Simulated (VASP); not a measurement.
A run of VASP 6.6.1 is set up as follows.

INCAR

```
PREC = Accurate ; ENCUT = 520
EDIFF = 1E-6 ; ISMEAR = 0
SIGMA = 0.05 ; LREAL = F
LASPH = T ; NELM = 100
ALGO = Normal ; ISIF = 2
LWAVE = F ; LCHARG = T
LELF = T ; LVHAR = T
NBANDS = 20
```

Contents of KPOINTS:

```
Automatic mesh
0
Gamma
  12 12 12
```

The input POSCAR:

```
SnO2
1.0
    1.6170930752      0.9336291223      4.7285836952
   -1.6170930752      0.9336291223      4.7285836952
    0.0000000000     -1.8672582446      4.7285836952
Sn O
1 2
Direct
    0.5000000000      0.5000000000      0.5000000000
    0.2371700000      0.2371700000      0.2371700000
    0.7628300000      0.7628300000      0.7628300000
```

Potentials or basis: VASP PAW LDA potentials, release 64 (Sn_d, O).

The run is started by

```console
$ cat potpaw_LDA.64/Sn_d/POTCAR potpaw_LDA.64/O/POTCAR > POTCAR
$ mpirun -np 1 vasp_std > vasp.out
```

Q: Predict the band gap on the k mesh.

A: 1.76 eV (least direct gap 1.89 eV).

Q: Predict the largest force.

A: 0.424 eV/Å.

Q: Estimate the pressure.

A: -7.4 GPa.

Stress tensor (GPa, compression positive):
```
-8.15  0.00  0.00
 0.00 -8.15  0.00
 0.00  0.00 -5.84
```

Caveat: the cell differs from its parent crystal (strain -0.0150 x Voigt [0, 0, 1, 0, 0, 0]); the cell stands under tension; spin-orbit coupling is left out, which moves the levels of the heavy elements. A k mesh can miss the band edges.
